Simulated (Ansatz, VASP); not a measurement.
**VO2: VASP beside Ansatz**

```
CELL_PARAMETERS angstrom
4.55000 0.00000 0.00000
0.00000 4.55000 0.00000
0.00000 0.00000 2.85000
ATOMIC_POSITIONS crystal
V 0.00000 0.00000 0.00000
V 0.50000 0.50000 0.50000
O 0.30000 0.30000 0.00000
O 0.70000 0.70000 0.00000
O 0.80000 0.20000 0.50000
O 0.20000 0.80000 0.50000
```

Alike in both runs: task single point; functional r2SCAN; k mesh 3 × 3 × 4; collinear spin.

|  | VASP | Ansatz |
| --- | --- | --- |
| version | VASP 6.6.1 | Ansatz development build ahead of 0.2.0 |
| potentials or method | VASP PAW PBE potentials, release 64 (V_sv, O) | PAW (an earlier, plane waves, scalar-relativistic |
| plane-wave cutoff (eV) | 660 | 1050 |
| occupations | fermi-dirac, width 0.1 eV | fermi-dirac |

VASP gave:

- net moment per atom (μB): 0.00
- size of the moment on the site where the two differ most (μB): 0.78

**Question.** Which values does Ansatz return?

**Answer.** net moment per atom (μB): 0.00; size of the moment on the site where the two differ most (μB): 0.64.

VASP's potentials were made for PBE, not for r2SCAN. Site moments also hang on the region over which each program counts them. Ansatz's warnings: negative modes turned, stability check not made.

The k mesh is coarse, so the values compare programs but aren't converged.
